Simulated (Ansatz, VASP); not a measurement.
Lu: VASP beside Ansatz

INCAR

```
PREC = Accurate
ENCUT = 520
EDIFF = 1E-8
ISMEAR = -1
SIGMA = 0.05
LREAL = F
LASPH = T
NELM = 100
ALGO = Normal
ISIF = 2
LWAVE = F
LCHARG = F
GGA = PE
LEFG = T
NBANDS = 32
```

File KPOINTS:

```
regular mesh
0
Gamma
  12 12 6
```

The input POSCAR:

```
Lu
1.0
    3.4571247502      0.0000000000      0.0000000000
   -1.7285623751      2.9939578577      0.0000000000
    0.0000000000      0.0000000000      5.3909921086
Lu
2
Direct
    0.3333333333      0.6666666667      0.2500000000
    0.6666666667      0.3333333333      0.7500000000
```

Input for Ansatz:

```yaml
crystal:
  lattice:
    - [3.4571247502, 0.0, 0.0]
    - [-1.7285623751, 2.9939578577, 0.0]
    - [0.0, 0.0, 5.3909921086]
  atoms:
    - { symbol: Lu, position: [0.3333333333, 0.6666666667, 0.25] }
    - { symbol: Lu, position: [0.6666666667, 0.3333333333, 0.75] }
kpoints:
  mp_grid: { grid: [12, 12, 6] }
scf:
  occupations: { method: fermi_dirac, width: 0.05 }
hamiltonian:
  xc: pbe
  pseudopotentials: { kind: all_electron, datasets: crystal }
output:
  forces: true
  stress: true
  eigenvalues: true
  efg: { contact_densities: true }
```

Change from the starting cell: volume scaled by 0.96, crystal datasets.

Alike in both runs: task electric field gradients; functional PBE; k mesh 12 × 12 × 6; occupations fermi-dirac, width 0.05 eV; no spin polarisation.

|  | VASP | Ansatz |
| --- | --- | --- |
| version | VASP 6.6.1 | Ansatz 0.2.0 |
| potentials or method | VASP PAW PBE potentials, release 64 (Lu), cutoff 520 eV | all-electron PAW with datasets made for the crystal, scalar-relativistic |

VASP gave:

| Item | Value |
| --- | --- |
| pressure (GPa) | 2.2 |
| traceless stress, the component that is largest in VASP (GPa) | -0.09 |
| size of Vzz on the site where it differs most (V/Å²) | 83.6 |

Question: What did Ansatz give for the same quantities?

Answer: Pressure (GPa): 2.1; traceless stress, the component that is largest in VASP (GPa): -0.09; size of Vzz on the site where it differs most (V/Å²): 74.9.

Ansatz ran all-electron here, and VASP with PAW potentials.

Spin-orbit coupling is off throughout.
